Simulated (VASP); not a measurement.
Set up this calculation in VASP 6.6.1, as the native input.

```yaml
Task: single point
Functional: r2SCAN
Potentials_or_basis: VASP PAW PBE potentials, release 64 (Mo_sv, Se)
Cutoff: 520 eV
k_mesh: 12 × 12 × 12
Occupations: gaussian, width 0.1 eV
Spin: collinear spin
Starting_moments: "[2.0, 0.0] μB"
Hubbard_terms: Mo d U = 4.38 eV
Dipole_correction: no
Further_INCAR_settings: ALGO = Normal; EDIFF = 1e-06; NBANDS = 21
```

MoSe:

```
Mo Se
1.0
     3.35809    0.00000    0.00000
     0.00000    3.35809    0.00000
     0.00000    0.00000    3.35809
Mo Se
1 1
Direct
  0.00000 0.00000 0.00000
  0.50000 0.50000 0.50000
```

The input as run:

POSCAR

```
MoSe
1.0
    3.3580866981      0.0000000000      0.0000000000
    0.0000000000      3.3580866981      0.0000000000
    0.0000000000      0.0000000000      3.3580866981
Mo Se
1 1
Direct
    0.0000000000      0.0000000000      0.0000000000
    0.5000000000      0.5000000000      0.5000000000
```

INCAR.step1

```
ALGO = Normal
EDIFF = 1E-4
ENCUT = 520
GGA = PE
ISMEAR = 0
ISPIN = 2
LASPH = T
LCHARG = F
LDAU = T
LDAUJ = 0 0
LDAUL = 2 -1
LDAUTYPE = 2
LDAUU = 4.38 0
LMAXMIX = 4
LREAL = F
LWAVE = T
MAGMOM = 2 0
NBANDS = 21
NELM = 150
PREC = Accurate
SIGMA = 0.1
```

INCAR.step2

```
ALGO = Normal
EDIFF = 1E-6
ENCUT = 520
ISIF = 2
ISMEAR = 0
ISPIN = 2
ISTART = 1
LASPH = T
LCHARG = F
LDAU = T
LDAUJ = 0 0
LDAUL = 2 -1
LDAUPRINT = 1
LDAUTYPE = 2
LDAUU = 4.38 0
LMAXMIX = 4
LMIXTAU = T
LORBIT = 11
LREAL = F
LWAVE = F
MAGMOM = 2 0
METAGGA = R2SCAN
NBANDS = 21
NELM = 150
PREC = Accurate
SIGMA = 0.1
```

KPOINTS

```
k-points
0
Gamma
  12 12 12
```

Potentials or basis: VASP PAW PBE potentials, release 64 (Mo_sv, Se).

Run with:

```bash
$ cat potpaw_PBE.64/Mo_sv/POTCAR potpaw_PBE.64/Se/POTCAR > POTCAR
$ cp INCAR.step1 INCAR
$ mpirun -np 1 vasp_std > vasp.out
$ cp INCAR.step2 INCAR
$ mpirun -np 1 vasp_std > vasp.out
```

It gave:

```json
{"Pressure": "-7.2 GPa", "Net moment": "2.22 μB per cell", "Site moments": "Mo +2.32; Se -0.27 μB", "Valence electrons inside the program's atomic spheres": "Mo 12.06; Se 3.85"}
```

Caveat: the cell stands under tension; the PAW data sets were made with another functional, which shifts forces and pressure a little.

Wall time 4.7 min on 1 thread of AMD EPYC 9R45 96-Core Processor (Zen 5), with other jobs on the host, peak memory 0.23 GiB.
